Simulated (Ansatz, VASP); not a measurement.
**CaF2: VASP beside Ansatz**

```
Ca F
1.0
     0.00000    2.84432    2.84432
     2.84432    0.00000    2.84432
     2.84432    2.84432    0.00000
Ca F
1 2
Cartesian
  0.0000 0.0000 0.0000
  4.2665 4.2665 4.2665
  1.4222 1.4222 1.4222
```

Alike in both runs: task single point; functional PBE; k mesh 8 × 8 × 8; occupations gaussian, width 0.02 eV; no spin polarisation.

|  | VASP | Ansatz |
| --- | --- | --- |
| version | VASP 6.6.1 | Ansatz 0.2.0 |
| potentials or method | VASP PAW PBE potentials, release 64 (Ca_sv, F), cutoff 600 eV | scalar-relativistic, plane waves, PAW |
| valence electrons in the cell | 24 | 24 |

|  | VASP | Ansatz | Ansatz less VASP |
| --- | --- | --- | --- |
| gap on the k mesh at the Fermi level (eV) | 6.59 | 6.61 | +0.016 |
| least direct gap on the mesh (eV) | 6.82 | 6.84 | +0.017 |
| pressure (GPa) | -5.9 | -6.0 | -0.02 |
